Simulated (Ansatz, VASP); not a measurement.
Ge: VASP beside Ansatz

```xyz
2
Lattice="-2.5359 2.5359 1.4393 2.5359 -2.5359 1.4393 2.5359 2.5359 -1.4393" Properties=species:S:1:pos:R:3 pbc="T T T"
Ge    2.5359    0.0000    0.7197
Ge    0.0000    0.0000    1.4393
```

Change from the starting cell: strain -0.015 along x and y, +0.030 along z, atoms carried along.

Alike in both runs: task single point; functional PBEsol; k mesh 20 × 20 × 20; occupations gaussian, width 0.15 eV; no spin polarisation.

|  | VASP | Ansatz |
| --- | --- | --- |
| version | VASP 6.6.1 | Ansatz 0.2.0 |
| potentials or method | VASP PAW PBE potentials, release 64 (Ge_d), cutoff 520 eV | scalar-relativistic, plane waves, PAW |
| valence electrons in the cell | 28 | 28 |

```csv
,VASP,Ansatz,Ansatz less VASP
gap on the k mesh at the Fermi level (eV),none,none,-
pressure (GPa),-0.6,-0.5,+0.08
"traceless stress, the component that is largest in VASP (GPa)",-1.35,-1.37,-0.021
```

VASP's potentials were made for PBE, not for PBEsol. A gap of «none» marks a metal or a gap that the smearing closes. The functional is the same, so the differences come from potentials, cutoffs and numerics.
